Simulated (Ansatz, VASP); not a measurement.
## One calculation of NbSb, two programs

```
CELL_PARAMETERS angstrom
0.00000 3.20595 3.20595
3.20595 0.00000 3.20595
3.20595 3.20595 0.00000
ATOMIC_POSITIONS crystal
Nb 0.00000 0.00000 0.00000
Sb 0.25000 0.25000 0.25000
```

Alike in both runs: task single point; functional r2SCAN; k mesh 10 × 10 × 10; occupations gaussian, width 0.05 eV; no spin polarisation.

```csv
,VASP,Ansatz
version,VASP 6.6.1,Ansatz 0.2.0
potentials or method,"VASP PAW PBE potentials, release 64 (Nb_sv, Sb), cutoff 520 eV","scalar-relativistic, plane waves, PAW"
valence electrons in the cell,18,28
```

```csv
,VASP,Ansatz,Ansatz less VASP
gap on the k mesh at the Fermi level (eV),none,none,-
pressure (GPa),-4.3,-4.3,0.00
```

VASP's potentials were made for PBE, not for r2SCAN. A gap of «none» marks a metal or a gap that the smearing closes. The functional is the same, so the differences come from potentials, cutoffs and numerics. VASP's potentials hold 18 valence electrons a cell and Ansatz's 28, so a difference there can come from the potentials and not from the codes.

Neither program's run includes spin-orbit coupling.
